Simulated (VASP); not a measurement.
# Ti (P6/mmm) in VASP: a series of runs

Ti is run at these levels: LDA; tasks: single point.

All numbers are computed with VASP 6.6.1; they aren't measurements. Logs are shortened: lines on timing, memory, paths and dates and some standing lists are left out, and cuts for length are marked.

**1. The cell of the first run**

The structure is hexagonal, space group P6/mmm (No. 191). Conventional cell: a = 4.308 Å, b = 4.308 Å, c = 2.692 Å, α = 90.00°, β = 90.00°, γ = 120.00°. Ti (site symmetry 6/mmm) has 14 Ti at 2.69 to 2.83 Å within 3.5 Å. Ti (site symmetry -6m2) has 11 Ti at 2.49 to 2.83 Å within 3.3 Å.

This isn't the form of Ti at room conditions, which is hcp.

**2. Single point, LDA (14.42 Å³/atom)**

File INCAR:

```
PREC = Accurate ; ENCUT = 520
EDIFF = 1E-6 ; ISMEAR = 0
SIGMA = 0.1 ; LREAL = False
LASPH = True ; NELM = 60
ALGO = Fast ; ISIF = 2
LWAVE = False ; LCHARG = False
NBANDS = 25
```

File KPOINTS:

```
Automatic mesh
0
Gamma
  12 12 14
```

File POSCAR:

```
Ti
1.0
    4.3075011652      0.0000000028      0.0000000000
   -2.1537505851      3.7304054345      0.0000000000
    0.0000000000      0.0000000000      2.6917722721
Ti
3
Direct
    0.0000000000      0.0000000000      0.0000000000
    0.3333333333      0.6666666667      0.5000000000
    0.6666666667      0.3333333333      0.5000000000
```

Potentials or basis: VASP PAW LDA potentials, release 64 (Ti_sv).

Started as:

```sh
> cat potpaw_LDA.64/Ti_sv/POTCAR > POTCAR
> mpirun -np 1 vasp_std > vasp.out
```

OUTCAR:

```text
PREC = Accurate
   ENCUT = 520
   EDIFF = 1E-6
   ISMEAR = 0
   LREAL = False
   LASPH = True
   NELM = 60
   ISIF = 2

 ion  position               nearest neighbor table
   1  0.000  0.000  0.000-   2 2.83   3 2.83   2 2.83   3 2.83   3 2.83   3 2.83   2 2.83   2 2.83
                             3 2.83   3 2.83   2 2.83   2 2.83
   2  0.333  0.667  0.500-   3 2.49   3 2.49   3 2.49   1 2.83   1 2.83   1 2.83   1 2.83   1 2.83
                             1 2.83
   3  0.667  0.333  0.500-   2 2.49   2 2.49   2 2.49   1 2.83   1 2.83   1 2.83   1 2.83   1 2.83
                             1 2.83

  LATTYP: Found a hexagonal cell.
 ALAT       =     4.3075011652
 C/A-ratio  =     0.6249034345

  Lattice vectors:

 A1 = (   4.3075011652,   0.0000000028,   0.0000000000)
 A2 = (  -2.1537505851,   3.7304054345,   0.0000000000)
 A3 = (   0.0000000000,   0.0000000000,   2.6917722721)

Analysis of symmetry for initial positions (statically):
=====================================================================
 Subroutine PRICEL returns:
 Original cell was already a primitive cell.

 Routine SETGRP: Setting up the symmetry group for a
 hexagonal supercell.

 Subroutine GETGRP returns: Found 24 space group operations
 (whereof 24 operations were pure point group operations)
 out of a pool of 24 trial point group operations.

The static configuration has the point symmetry D_6h.

Analysis of symmetry for dynamics (positions and initial velocities):
=====================================================================
 Subroutine PRICEL returns:
 Original cell was already a primitive cell.

 Routine SETGRP: Setting up the symmetry group for a
 hexagonal supercell.

 Subroutine GETGRP returns: Found 24 space group operations
 (whereof 24 operations were pure point group operations)
 out of a pool of 24 trial point group operations.

The dynamic configuration has the point symmetry D_6h.

 Subroutine INISYM returns: Found 24 space group operations
 (whereof 24 operations are pure point group operations),
 and found     1 'primitive' translations

----------------------------------------------------------------------------------------

                                     Primitive cell

  volume of cell :      43.2534

  direct lattice vectors                    reciprocal lattice vectors
     4.307501165  0.000000003  0.000000000     0.232153158  0.134033689  0.000000000
    -2.153750585  3.730405435  0.000000000    -0.000000000  0.268067377  0.000000000
     0.000000000  0.000000000  2.691772272     0.000000000  0.000000000  0.371502452

  length of vectors
     4.307501165  4.307501165  2.691772272     0.268067377  0.268067377  0.371502452

  position of ions in fractional coordinates (direct lattice)
     0.000000000  0.000000000  0.000000000
     0.333333333  0.666666667  0.500000000
     0.666666667  0.333333333  0.500000000

  ion indices of the primitive-cell ions
   primitive index   ion index
                 1           1
                 2           2
                 3           3

----------------------------------------------------------------------------------------

 KPOINTS: Automatic mesh

Automatic generation of k-mesh.
 Grid dimensions read from file:
 generate k-points for:   12   12   14

 Generating k-lattice:

  Cartesian coordinates                     Fractional coordinates (reciprocal lattice)
     0.019346097  0.011169474  0.000000000     0.083333333 -0.000000000  0.000000000
    -0.000000000  0.022338948  0.000000000     0.000000000  0.083333333  0.000000000
     0.000000000  0.000000000  0.026535889     0.000000000  0.000000000  0.071428571

  Length of vectors
     0.022338948  0.022338948  0.026535889

  Shift w.r.t. Gamma in fractional coordinates (k-lattice)
     0.000000000  0.000000000  0.000000000

 Subroutine IBZKPT returns following result:
 ===========================================

 Found    152 irreducible k-points:

 Following reciprocal coordinates:
            Coordinates               Weight
  0.000000  0.000000  0.000000      1.000000
  0.083333  0.000000  0.000000      6.000000
  0.166667  0.000000  0.000000      6.000000
  0.250000  0.000000  0.000000      6.000000
  0.333333 -0.000000  0.000000      6.000000
  0.416667  0.000000  0.000000      6.000000
[... 16 lines left out ...]
  0.250000  0.000000  0.071429     12.000000
  0.333333 -0.000000  0.071429     12.000000
 [... further k-points ...]
   k-points           NKPTS =    152   k-points in BZ     NKDIM =    152   number of bands    NBANDS=     25
   number of dos      NEDOS =    301   number of ions     NIONS =      3
   total plane-waves  NPLWV =  20480
   dimension x,y,z NGX =    32 NGY =   32 NGZ =   20
   dimension x,y,z NGXF=    64 NGYF=   64 NGZF=   40
   ions per type =               3
   NGX,Y,Z   is equivalent  to a cutoff of  12.35, 12.35, 12.35 a.u.
   NGXF,Y,Z  is equivalent  to a cutoff of  24.70, 24.70, 24.70 a.u.
 SYSTEM =  unknown system
   PREC   = accura    normal or accurate (medium, high low for compatibility)
   ISTART =      0    job   : 0-new  1-cont  2-samecut
   ICHARG =      2    charge: 1-file 2-atom 10-const
   ISPIN  =      1    spin polarized calculation?
   LNONCOLLINEAR =      F non collinear calculations
   LSORBIT =      F    spin-orbit coupling
   LASPH  =      T    aspherical Exc in radial PAW
   ENCUT  =  520.0 eV  38.22 Ry    6.18 a.u.   8.01  8.01  5.00*2*pi/ulx,y,z
   NELM   =     60;   NELMIN=  2; NELMDL= -5     # of ELM steps
   EDIFF  = 0.1E-05   stopping-criterion for ELM
   LREAL  =      F    real-space projection
   EDIFFG = 0.1E-04   stopping-criterion for IOM
   NSW    =      0    number of steps for IOM
   IBRION =     -1    ionic relax: 0-MD 1-quasi-New 2-CG
   NFREE  =      0    steps in history (QN), initial steepest desc. (CG)
   ISIF   =      2    stress and relaxation
   ISYM   =      2    0-nonsym 1-usesym 2-fastsym
   POTIM  = 0.5000    time-step for ionic-motion
   TEBEG  =    0.0;   TEEND  =   0.0 temperature during run
   PSTRESS=    0.0 pullay stress
   NELECT =      36.0000    total number of electrons
   NUPDOWN=      -1.0000    fix difference up-down
   EMIN   =  10.00;   EMAX   =-10.00  energy-range for DOS
   EFERMI =   0.00;   METHOD = LEGACY
   ISMEAR =     0;   SIGMA  =   0.10  broadening in eV -4-tet -1-fermi 0-gaus
   EFERMI_NEDOS =   21; number of points for ismear=-14 and -15
   IALGO  =     68    algorithm
   IMIX   =      4    mixing-type and parameters
     AMIX     =   0.40;   BMIX     =  1.00
     AMIX_MAG =   1.60;   BMIX_MAG =  1.00
  volume/ion in A,a.u.               =      14.42        97.30
  Fermi-wavevector in a.u.,A,eV,Ry     =   1.539935  2.910055 32.264857  2.371400
  Thomas-Fermi vector in A             =   2.646093
   LORBIT       =      0    0 simple, 1 ext, 2 COOP (PROOUT), +10 PAW based schemes
   GGA     = CA    functional components
   LHFCALC =     F    Hartree Fock is set to
   AEXX    =    0.0000 exact exchange contribution
   IVDW    =     0    specifies the selected vdW correction
   LEPSILON=     F    determine dielectric tensor
   LRPA    =     F    only Hartree local field effects (RPA)
 non-spin polarized calculation
 RMM-DIIS sequential band-by-band and
 Gauss-broadening in eV      SIGMA  =   0.10
  energy-cutoff  :      520.00
  volume of cell :       43.25
 maximum number of plane-waves:      1197
   NGX = 17   NGY = 17   NGZ = 11

 number of electron      36.0000002 magnetization

 Free energy of the ion-electron system (eV)
  ---------------------------------------------------
  ext. energy  EPLUGINS =         0.00000000
  ---------------------------------------------------
  free energy    TOTEN  =       -25.55183736 eV

  energy without entropy =      -25.53707910  energy(sigma->0) =      -25.54445823

 E-fermi :  10.0953     XC(G=0): -12.7049

 val. band max:       10.0947227412   @ k =   0.2500   0.2500   0.2857
 cond. band min:      10.1013094711   @ k =   0.3333   0.0833   0.0000
 fundamental gap:      0.0065867299
 Fermi energy:        10.0953034828

 k-point     1 :       0.0000    0.0000    0.0000
  band No.  band energies     occupation
      1     -45.8231      2.00000
      2     -45.5325      2.00000
      3     -45.2536      2.00000
      4     -22.6120      2.00000
      5     -22.6120      2.00000
      6     -22.5788      2.00000
[... 17 lines left out ...]
     24      12.2141      0.00000
     25      12.2208      0.00000

 k-point     2 :       0.0833    0.0000    0.0000
  band No.  band energies     occupation
      1     -45.8185      2.00000
      2     -45.5320      2.00000
      3     -45.2591      2.00000
      4     -22.7004      2.00000
      5     -22.6859      2.00000
      6     -22.4879      2.00000
[... 17 lines left out ...]
     24      11.9084      0.00000
     25      12.5021      0.00000

 k-point     3 :       0.1667    0.0000    0.0000
  band No.  band energies     occupation
      1     -45.8055      2.00000
      2     -45.5301      2.00000
      3     -45.2752      2.00000
      4     -22.7944      2.00000
      5     -22.7344      2.00000
      6     -22.3865      2.00000
[... 17 lines left out ...]
     24      11.8776      0.00000
     25      12.9199      0.00000

 k-point     4 :       0.2500    0.0000    0.0000
  band No.  band energies     occupation
      1     -45.7874      2.00000
      2     -45.5249      2.00000
      3     -45.3000      2.00000
      4     -22.8742      2.00000
      5     -22.7356      2.00000
      6     -22.2959      2.00000
[... 17 lines left out ...]
     24      12.2039      0.00000
     25      13.1604      0.00000

 k-point     5 :       0.3333   -0.0000    0.0000
  band No.  band energies     occupation
      1     -45.7691      2.00000
      2     -45.5150      2.00000
      3     -45.3298      2.00000
      4     -22.9348      2.00000
      5     -22.6879      2.00000
      6     -22.2378      2.00000
[... 17 lines left out ...]
     24      12.6046      0.00000
     25      13.2336      0.00000

 k-point     6 :       0.4167    0.0000    0.0000
  band No.  band energies     occupation
      1     -45.7557      2.00000
      2     -45.5019      2.00000
      3     -45.3574      2.00000
      4     -22.9726      2.00000
      5     -22.5990      2.00000
      6     -22.3164      2.00000
[... 17 lines left out ...]
     24      12.7580      0.00000
     25      13.0481      0.00000
[... 393 lines left out ...]
 k-point    21 :       0.0833    0.0000    0.0714
  band No.  band energies     occupation
      1     -45.8108      2.00000
      2     -45.5294      2.00000
      3     -45.2543      2.00000
      4     -22.6913      2.00000
      5     -22.6771      2.00000
      6     -22.4823      2.00000
[... 17 lines left out ...]
     24      11.9431      0.00000
     25      12.6106      0.00000

 k-point    22 :       0.1667    0.0000    0.0714
  band No.  band energies     occupation
      1     -45.7981      2.00000
      2     -45.5271      2.00000
      3     -45.2704      2.00000
      4     -22.7835      2.00000
      5     -22.7250      2.00000
      6     -22.3836      2.00000
[... 17 lines left out ...]
     24      11.8968      0.00000
     25      12.9814      0.00000

 k-point    23 :       0.2500    0.0000    0.0714
  band No.  band energies     occupation
      1     -45.7807      2.00000
      2     -45.5213      2.00000
      3     -45.2952      2.00000
      4     -22.8619      2.00000
      5     -22.7271      2.00000
      6     -22.2957      2.00000
[... 17 lines left out ...]
     24      12.1795      0.00000
     25      13.3188      0.00000

 k-point    24 :       0.3333   -0.0000    0.0714
  band No.  band energies     occupation
      1     -45.7630      2.00000
      2     -45.5107      2.00000
      3     -45.3249      2.00000
      4     -22.9216      2.00000
      5     -22.6817      2.00000
      6     -22.2461      2.00000
[... 17 lines left out ...]
     24      12.5728      0.00000
     25      13.2256      0.00000

 [... further k-points ...]
[... 5 lines left out ...]
  --------------------------------------------------------------------------------------
  -------------------------------------------------------------------------------------
  Total        3.7541872      3.7541872      3.7662903     -0.0000000      0.0000000      0.0000000
  in kB      139.0614482    139.0614482    139.5097692     -0.0000000      0.0000000      0.0000000
  external PRESSURE =     139.2108886 kB  Pullay stress =       0.0000000 kB

 VOLUME and BASIS-vectors are now :
 -----------------------------------------------------------------------------
  energy-cutoff  :      520.00
  volume of cell :       43.25
      direct lattice vectors                 reciprocal lattice vectors
     4.307501165  0.000000003  0.000000000     0.232153158  0.134033689  0.000000000
    -2.153750585  3.730405435  0.000000000    -0.000000000  0.268067377  0.000000000
     0.000000000  0.000000000  2.691772272     0.000000000  0.000000000  0.371502452

 POSITION                                       TOTAL-FORCE (eV/Angst)
 -----------------------------------------------------------------------------------
      0.00000      0.00000      0.00000        -0.000000      0.000000      0.000000
     -0.00000      2.48694      1.34589         0.000000     -0.000000      0.000000
      2.15375      1.24347      1.34589        -0.000000      0.000000     -0.000000
 -----------------------------------------------------------------------------------
    total drift:                               -0.000000      0.000000      0.000000

  FREE ENERGIE OF THE ION-ELECTRON SYSTEM (eV)
  ---------------------------------------------------
  free  energy   TOTEN  =       -25.5518373604 eV

  energy  without entropy=      -25.5370790952  energy(sigma->0) =      -25.54445823
```

It took 3.1 min on 1 thread of Intel Xeon 6975P-C (Granite Rapids), shared host; peak memory 0.22 GiB.

What came out:

| Item | Value |
| --- | --- |
| Free energy | -25.5518 eV |
| Pressure | 13.9 GPa |
| Band gap on the k mesh | zero (bands 18 and 19 overlap by 0.50 eV) |

Caveat: the cell stands under pressure.

**3. Single point, LDA**

This run uses another cell than the first one, of 15.84 Å³/atom.

Edit INCAR of step 2 so:

```diff
@@ -3,3 +3,3 @@
 SIGMA = 0.1 ; LREAL = False
-LASPH = True ; NELM = 60
+LASPH = True ; NELM = 100
 ALGO = Fast ; ISIF = 2
```

File KPOINTS:

```
regular mesh
0
Gamma
  12 12 14
```

File POSCAR:

```
Ti
1.0
    4.4508280240      0.0000000028      0.0000000000
   -2.2254140145      3.8545301353      0.0000000000
    0.0000000000      0.0000000000      2.7705507021
Ti
3
Direct
    0.0000000000      0.0000000000      0.0000000000
    0.3333333333      0.6666666667      0.5000000000
    0.6666666667      0.3333333333      0.5000000000
```

Potentials or basis: VASP PAW LDA potentials, release 64 (Ti_sv).

Started as:

```sh
> cat potpaw_LDA.64/Ti_sv/POTCAR > POTCAR
> mpirun -np 1 vasp_std > vasp.out
```

Run time: 4.7 min. Hardware: 1 thread of Intel Xeon 6975P-C (Granite Rapids), shared host; peak memory 0.25 GiB.

It converged, with:

| Property | Result |
| --- | --- |
| Free energy | -25.7257 eV |
| Pressure | -0.3 GPa |
| Band gap on the k mesh | zero (bands 18 and 19 overlap by 0.39 eV) |

Levels at points of the mesh, in eV from the Fermi level:
```csv
k point,band 15,band 16,band 17,band 18,band 19,band 20,band 21,band 22
"(0.00, 0.00, 0.00)",-0.70,-0.70,-0.58,-0.58,0.00,0.72,1.36,1.36
"(0.50, 0.00, 0.00)",-2.81,-0.50,-0.49,-0.41,0.02,0.58,1.01,1.51
"(0.00, 0.00, 0.50)",-2.18,-1.80,-1.80,-1.66,1.13,1.13,1.34,1.34
"(0.50, 0.00, 0.50)",-1.88,-1.33,-0.71,-0.65,0.31,0.84,1.14,1.19
```
